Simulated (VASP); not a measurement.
# GdSi3 (Pm-3m) in VASP: further runs, part 2 of 2

VASP 6.6.1. The steps go on from the part before.

## 3. Single point, PBE, collinear spin, ferromagnetic start

INCAR

```
SYSTEM = GdSi3
PREC = Accurate
ENCUT = 520
EDIFF = 1E-6
ISMEAR = 0
SIGMA = 0.05
LREAL = .FALSE.
LASPH = .TRUE.
NELM = 150
ALGO = Normal
ISIF = 2
LWAVE = .FALSE.
LCHARG = .FALSE.
ISPIN = 2
MAGMOM = 0.5 0 0 0
LORBIT = 11
LMAXMIX = 6
GGA = PE
NBANDS = 27
```

KPOINTS

```
regular mesh
0
G
  8 8 8
  0 0 0
```

POSCAR

```
GdSi3
1.0
    4.1427870203      0.0000000000      0.0000000000
    0.0000000000      4.1427870203      0.0000000000
    0.0000000000      0.0000000000      4.1427870203
Gd Si
1 3
Direct
    0.0000000000      0.0000000000      0.0000000000
    0.0000000000      0.5000000000      0.5000000000
    0.5000000000      0.5000000000      0.0000000000
    0.5000000000      0.0000000000      0.5000000000
```

Potentials or basis: VASP PAW PBE potentials, release 64 (Gd, Si).

Run with:

```sh
$ cat potpaw_PBE.64/Gd/POTCAR potpaw_PBE.64/Si/POTCAR > POTCAR
$ mpirun -np 1 vasp_std > vasp.out
```

Run time: 3.5 min. Hardware: 1 thread of AMD EPYC 9R45 (Zen 5), shared host; peak memory 0.25 GiB.

It converged, with:

```
Free energy                                           : -28.8981 eV
Pressure                                              : -0.3 GPa
Net moment                                            : 6.65 μB per cell
Site moments                                          : Gd +6.66; Si -0.03 μB
Valence electrons inside the program's atomic spheres : Gd 15.36; Si 1.57
```

Levels at points of the mesh, in eV from the Fermi level:
Spin up:
```
           k point  band 15  band 16  band 17  band 18  band 19  band 20  band 21  band 22
(0.00, 0.00, 0.00)    -2.89    -2.89    -2.89     1.24     1.24     1.24     1.41     2.31
(0.50, 0.00, 0.00)    -3.47    -3.04    -2.88    -0.11    -0.11     0.58     1.10     1.86
(0.50, 0.50, 0.00)    -3.86    -2.15    -2.15    -0.64    -0.51     1.21     1.21     2.70
(0.50, 0.50, 0.50)    -3.75    -3.41    -3.41    -3.41     1.65     3.72     3.72     5.19
```
Spin down:
```
           k point  band 9  band 10  band 11  band 12  band 13  band 14
(0.00, 0.00, 0.00)   -3.18    -3.18     0.49     0.49     0.49     1.34
(0.50, 0.00, 0.00)   -3.41    -2.74    -0.54    -0.54     0.22     1.24
(0.50, 0.50, 0.00)   -1.99    -1.99    -0.90    -0.65     0.29     0.29
(0.50, 0.50, 0.50)   -3.31    -3.31    -3.31     1.19     1.19     1.19
```

Caveat: spin-orbit coupling is left out, which moves the levels of the heavy elements; semilocal functionals describe open f shells poorly, which spoils levels, moments and volumes. The state reached can hang on the start; a lower one may exist.

## 4. Single point, PBE, collinear spin, ferromagnetic start (18.18 Å³/atom)

This run uses another cell than the first one, of 18.18 Å³/atom.

INCAR

```
SYSTEM = GdSi3
PREC = Accurate ; ENCUT = 520
EDIFF = 1E-6 ; ISMEAR = 0
SIGMA = 0.05 ; LREAL = .FALSE.
LASPH = .TRUE. ; NELM = 150
ALGO = Normal ; ISIF = 2
LWAVE = .FALSE. ; LCHARG = .FALSE.
ISPIN = 2 ; MAGMOM = 7.5 0 0 0
LORBIT = 11 ; LMAXMIX = 6
GGA = PE ; NBANDS = 27
```

KPOINTS

```
Automatic mesh
0
G
  8 8 8
  0 0 0
```

POSCAR

```
GdSi3
1.0
    4.1741069612      0.0000000000      0.0000000000
    0.0000000000      4.1741069612      0.0000000000
    0.0000000000      0.0000000000      4.1741069612
Gd Si
1 3
Direct
    0.0000000000      0.0000000000      0.0000000000
    0.0000000000      0.5000000000      0.5000000000
    0.5000000000      0.5000000000      0.0000000000
    0.5000000000      0.0000000000      0.5000000000
```

Potentials or basis: VASP PAW PBE potentials, release 64 (Gd, Si).

Run with:

```sh
$ cat potpaw_PBE.64/Gd/POTCAR potpaw_PBE.64/Si/POTCAR > POTCAR
$ mpirun -np 1 vasp_std > vasp.out
```

OUTCAR:

```text
SYSTEM = GdSi3
   PREC = Accurate
   ENCUT = 520
   EDIFF = 1E-6
   ISMEAR = 0
   LREAL = .FALSE.
   LASPH = .TRUE.
   NELM = 150
   ISIF = 2
   ISPIN = 2
   LORBIT = 11
   GGA = PE

 ion  position               nearest neighbor table
   1  0.000  0.000  0.000-   2 2.95   3 2.95   4 2.95   2 2.95   4 2.95   2 2.95   3 2.95   2 2.95
                             3 2.95   4 2.95   4 2.95   3 2.95
   2  0.000  0.500  0.500-   1 2.95   3 2.95   4 2.95   1 2.95   3 2.95   1 2.95   4 2.95   1 2.95
                             3 2.95   4 2.95   3 2.95   4 2.95
   3  0.500  0.500  0.000-   1 2.95   2 2.95   4 2.95   2 2.95   4 2.95   1 2.95   4 2.95   4 2.95
                             1 2.95   2 2.95   2 2.95   1 2.95
   4  0.500  0.000  0.500-   1 2.95   2 2.95   3 2.95   1 2.95   3 2.95   2 2.95   3 2.95   3 2.95
                             1 2.95   2 2.95   1 2.95   2 2.95

  LATTYP: Found a simple cubic cell.
 ALAT       =     4.1741069612

  Lattice vectors:

[... 1656 lines left out ...]
  --------------------------------------------------------------------------------------
  -------------------------------------------------------------------------------------
  Total       -0.7855790     -0.7855790     -0.7855790     -0.0000000      0.0000000     -0.0000000
  in kB      -17.3065192    -17.3065192    -17.3065192     -0.0000000      0.0000000     -0.0000000
  external PRESSURE =     -17.3065192 kB  Pullay stress =       0.0000000 kB

 VOLUME and BASIS-vectors are now :
 -----------------------------------------------------------------------------
  energy-cutoff  :      520.00
  volume of cell :       72.73
      direct lattice vectors                 reciprocal lattice vectors
     4.174106961  0.000000000  0.000000000     0.239572203  0.000000000  0.000000000
     0.000000000  4.174106961  0.000000000     0.000000000  0.239572203  0.000000000
     0.000000000  0.000000000  4.174106961     0.000000000  0.000000000  0.239572203

 POSITION                                       TOTAL-FORCE (eV/Angst)
 -----------------------------------------------------------------------------------
      0.00000      0.00000      0.00000         0.000000      0.000000      0.000000
      0.00000      2.08705      2.08705         0.000000      0.000000      0.000000
      2.08705      2.08705      0.00000         0.000000      0.000000      0.000000
      2.08705      0.00000      2.08705         0.000000      0.000000      0.000000
 -----------------------------------------------------------------------------------
    total drift:                                0.000000      0.000000      0.000000

  FREE ENERGIE OF THE ION-ELECTRON SYSTEM (eV)
  ---------------------------------------------------
  free  energy   TOTEN  =       -28.8895065426 eV

  energy  without entropy=      -28.8870145856  energy(sigma->0) =      -28.88826056

 total charge

# of ion       s       p       d       f       tot
--------------------------------------------------
    1        2.028   5.606   0.652   7.053  15.340
    2        0.829   0.739   0.000   0.000   1.567
    3        0.829   0.739   0.000   0.000   1.567
    4        0.829   0.739   0.000   0.000   1.567
--------------------------------------------------
tot          4.514   7.823   0.652   7.053  20.042

 magnetization (x)

# of ion       s       p       d       f       tot
--------------------------------------------------
    1       -0.005  -0.080   0.056   6.692   6.663
    2       -0.006  -0.024   0.000   0.000  -0.030
    3       -0.006  -0.024   0.000   0.000  -0.030
    4       -0.006  -0.024   0.000   0.000  -0.030
--------------------------------------------------
tot         -0.023  -0.152   0.056   6.692   6.573
```

Run time: 1.8 min. Hardware: 1 thread of AMD EPYC 9R45 (Zen 5), shared host; peak memory 0.25 GiB.

What came out:

```yaml
Free_energy: -28.8895 eV
Pressure: -1.7 GPa
Net_moment: 6.65 μB per cell
Site_moments: Gd +6.66; Si -0.03 μB
Valence_electrons_inside_the_program's_atomic_spheres: Gd 15.34; Si 1.57
```

Caveat: spin-orbit coupling is left out, which moves the levels of the heavy elements; semilocal functionals describe open f shells poorly, which spoils levels, moments and volumes. The state reached can hang on the start; a lower one may exist.
